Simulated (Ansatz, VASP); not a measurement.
# One calculation of SrO, two programs

```
Sr O
1.0
     0.00000    2.52873    2.52873
     2.52873    0.00000    2.52873
     2.52873    2.52873    0.00000
Sr O
1 1
Direct
  0.00000 0.00000 0.00000
  0.50000 0.50000 0.50000
```

Alike in both runs: task single point; functional HSE06; k mesh 4 × 4 × 4; occupations fermi-dirac, width 0.05 eV; no spin polarisation.

|  | VASP | Ansatz |
| --- | --- | --- |
| version | VASP 6.6.1 | Ansatz 0.2.0 development build |
| potentials or method | VASP PAW PBE potentials, release 64 (Sr_sv, O) | plane waves, PAW datasets (generated soft set 1) |
| plane-wave cutoff (eV) | 520 | 420 |
| valence electrons in the cell | 16 | 16 |

VASP gave:

```
gap on the k mesh at the Fermi level (eV) : 4.72
```

Problem. Estimate Ansatz's values.

Solution. gap on the k mesh at the Fermi level (eV): 4.78.

Ansatz's warnings: stress exchange threshold loose, stress scf threshold loose.

The k mesh is coarse, so the values compare programs but aren't converged.
